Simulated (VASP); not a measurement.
Runs of VASP 6.6.1 on Al2O3. The structure is that of space group P-3m1 (No. 164), or close to it. The cells are those of the table. 

```csv
level,potentials or basis,cell,gap on the mesh (eV),pressure (GPa),largest force (eV/Å)
PBEsol,"VASP PAW PBE potentials, release 64 (Al, O)","a = 2.988, b = 2.988, c = 7.972 Å, angles 90.0, 90.0, 120.0°, 5 atoms",2.39,0.3,0.09
LDA,"VASP PAW LDA potentials, release 64 (Al, O)","a = 3.037, b = 3.037, c = 7.625 Å, angles 90.0, 90.0, 120.0°, 5 atoms",2.05,(a),0.58
LDA,"VASP PAW LDA potentials, release 64 (Al, O)","a = 2.956, b = 2.956, c = 7.420 Å, angles 90.0, 90.0, 120.0°, 5 atoms",(b),3.0,0.51
PBEsol,"VASP PAW PBE potentials, release 64 (Al, O)","a = 2.997, b = 2.997, c = 7.524 Å, angles 90.0, 90.0, 120.0°, 5 atoms",2.34,-0.2,0.10
PBEsol,"VASP PAW PBE potentials, release 64 (Al, O)","a = 2.977, b = 2.977, c = 7.472 Å, angles 90.0, 90.0, 120.0°, 5 atoms",2.48,3.4,0.31
```

Alike in all rows: task single point; no spin polarisation; k mesh 10 × 10 × 4; cutoff (eV) 520; smearing fermi-dirac 0.05 eV.

**Question.** Estimate the missing entries.

**Answer.** (a) -10.4; (b) 2.63.

Caveats: the PAW data sets were made with another functional, which shifts forces and pressure a little (some runs).

A k mesh can miss the band edges.
